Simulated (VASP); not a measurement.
# Cr: relaxation of shape and atoms at fixed volume with PBE

The system is Cr.

```
Cr
1.0
     1.40940   -1.40940    1.41029
    -1.40940    1.40940    1.41029
    -2.81903   -2.81903    0.00000
Cr
2
Direct
  0.00000 0.00000 0.00000
  0.50000 0.50000 0.50000
```

This cell differs from its parent crystal: volume scaled by 0.97.

```json
{"Program": "VASP 6.6.1", "Task": "relaxation of shape and atoms at fixed volume", "Functional": "PBE", "Potentials or basis": "VASP PAW PBE potentials, release 64 (Cr_pv)", "Cutoff": "500 eV", "k mesh": "18 × 18 × 10", "Occupations": "gaussian, width 0.1 eV", "Spin": "no spin polarisation", "Dipole correction": "no", "Further INCAR settings": "ALGO = Normal; EDIFF = 1e-07; IBRION = 2; EDIFFG = -0.01; NSW = 50; ISIF = 4"}
```

* Pressure after relaxing: 7.7 GPa
* Band gap on the k mesh: zero (band 12 reaches 12.76 eV, above the bottom of band 13 at 10.78 eV)

Final structure:
```
Cr
1.0
     1.40940   -1.40940    1.41029
    -1.40940    1.40940    1.41029
    -2.81903   -2.81903    0.00000
Cr
2
Direct
  0.00000 0.00000 0.00000
  0.50000 0.50000 0.50000
```

Levels at points of the mesh, in eV from the Fermi level:
| k point | band 9 | band 10 | band 11 | band 12 | band 13 | band 14 | band 15 | band 16 |
| --- | --- | --- | --- | --- | --- | --- | --- | --- |
| (0.00, 0.00, 0.00) | -2.59 | -0.98 | -0.97 | -0.97 | 1.16 | 1.16 | 1.17 | 1.18 |
| (0.50, 0.00, 0.00) | -2.51 | -2.51 | -1.70 | -1.70 | 0.94 | 0.94 | 1.66 | 1.66 |
| (0.50, 0.50, 0.00) | -4.52 | -2.59 | 1.17 | 1.18 | 1.52 | 2.53 | 2.53 | 2.53 |
| (0.00, 0.00, 0.50) | -1.84 | -1.84 | -1.29 | -1.29 | 0.76 | 0.76 | 0.82 | 0.82 |
| (0.50, 0.00, 0.50) | -2.58 | -2.58 | 1.17 | 1.17 | 1.17 | 1.17 | 1.52 | 1.52 |
| (0.50, 0.50, 0.50) | -2.92 | -2.92 | -0.54 | -0.54 | 0.38 | 0.38 | 2.73 | 2.73 |

Wall time 3.9 min on 1 thread of Intel Xeon 8259CL (shared host), peak memory 0.27 GiB.

Caveat: the relaxation stopped at its first step, so nothing moved; the run has no spin polarisation, though such a crystal can be magnetic. Spin polarisation is off, so any magnetic state and its effect on volume and gap are missing.
